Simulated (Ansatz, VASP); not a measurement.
# Ta3N: VASP beside Ansatz

Contents of INCAR:

```
  PREC = Accurate
  ENCUT = 520
  EDIFF = 1E-7
  ISMEAR = 0
  SIGMA = 0.15
  LREAL = F
  LASPH = T
  NELM = 100
  ALGO = Normal
  ISIF = 2
  LWAVE = F
  LCHARG = T
  GGA = PE
  LELF = T
  LVHAR = T
  NBANDS = 27
```

KPOINTS

```
regular mesh
0
Gamma
  24 24 8
```

Contents of POSCAR:

```
Ta3N
1.0
    2.9730279976      0.0000000000      0.0000000000
   -1.4865139988      2.5747177721      0.0000000000
    0.0000000000      0.0000000000      7.8074537984
Ta N
3 1
Direct
    0.0000000000      0.0000000000      0.5000000000
    0.3333333333      0.6666666667      0.1735950547
    0.6666666667      0.3333333333      0.8264049453
    0.0000000000      0.0000000000      0.0000000000
```

Input for Ansatz:

```yaml
crystal:
  lattice:
    - [2.9730279976, 0.0, 0.0]
    - [-1.4865139988, 2.5747177721, 0.0]
    - [0.0, 0.0, 7.8074537984]
  atoms:
    - { symbol: Ta, position: [0.0, 0.0, 0.5] }
    - { symbol: Ta, position: [0.3333333333, 0.6666666667, 0.1735950547] }
    - { symbol: Ta, position: [0.6666666667, 0.3333333333, 0.8264049453] }
    - { symbol: "N", position: [0.0, 0.0, 0.0] }
basis:
  ecutwfc: 420
kpoints:
  mp_grid: { grid: [24, 24, 8] }
hamiltonian:
  xc: pbe
scf:
  occupations: { method: gaussian, width: 0.15 }
output:
  forces: true
  stress: true
  eigenvalues: true
```

Alike in both runs: task single point; functional PBE; k mesh 24 × 24 × 8; occupations gaussian, width 0.15 eV; no spin polarisation.

|  | VASP | Ansatz |
| --- | --- | --- |
| version | VASP 6.6.1 | Ansatz 0.2.0 |
| potentials or method | VASP PAW PBE potentials, release 64 (Ta_pv, N), cutoff 520 eV | scalar-relativistic, plane waves, PAW |
| valence electrons in the cell | 38 | 44 |

```tsv
	VASP	Ansatz	Ansatz less VASP
gap on the k mesh at the Fermi level (eV)	none	none	-
pressure (GPa)	0.4	0.1	-0.30
traceless stress, the component that is largest in VASP (GPa)	-4.77	-4.82	-0.050
rms of the force components (eV/Å)	0.146	0.127	-0.0192
```

Atom by atom the forces differ by 0.019 eV/Å (rms over components). A gap of «none» marks a metal or a gap that the smearing closes. VASP's potentials hold 38 valence electrons a cell and Ansatz's 44, so a difference there can come from the potentials and not from the codes.

Spin-orbit coupling is off throughout.
